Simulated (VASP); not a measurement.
Runs of VASP 6.6.1 on ScAl2N3. The structure is that of space group P6/mmm (No. 191), or close to it. The cells are those of the table. 

| cell | k mesh | gap on the mesh (eV) | pressure (GPa) | largest force (eV/Å) |
| --- | --- | --- | --- | --- |
| a = 5.995, b = 5.995, c = 3.193 Å, angles 90.0, 90.0, 120.0°, 6 atoms | 3 × 3 × 3 | none | -0.1 | - |
| a = 3.567, b = 3.567, c = 9.299 Å, angles 90.0, 90.0, 120.0°, 6 atoms | 4 × 4 × 2 | none | -0.1 | (a) |
| a = 5.097, b = 5.097, c = 2.770 Å, angles 90.0, 90.0, 120.0°, 6 atoms | 3 × 3 × 3 | none | -0.4 | 0.01 |
| a = 5.235, b = 5.235, c = 2.662 Å, angles 90.0, 90.0, 120.0°, 6 atoms | 3 × 3 × 4 | none | -0.4 | - |

Alike in all rows: task single point; level PBE; potentials or basis VASP PAW PBE potentials, release 64 (Sc_sv, Al, N); no spin polarisation; cutoff (eV) 600; smearing gaussian 0.15 eV.

Problem. Fill in the values left out.

Solution. (a) 0.02.

Caveats: all runs use coarse meshes.

A gap of «none» marks levels without a gap at the run's occupations.
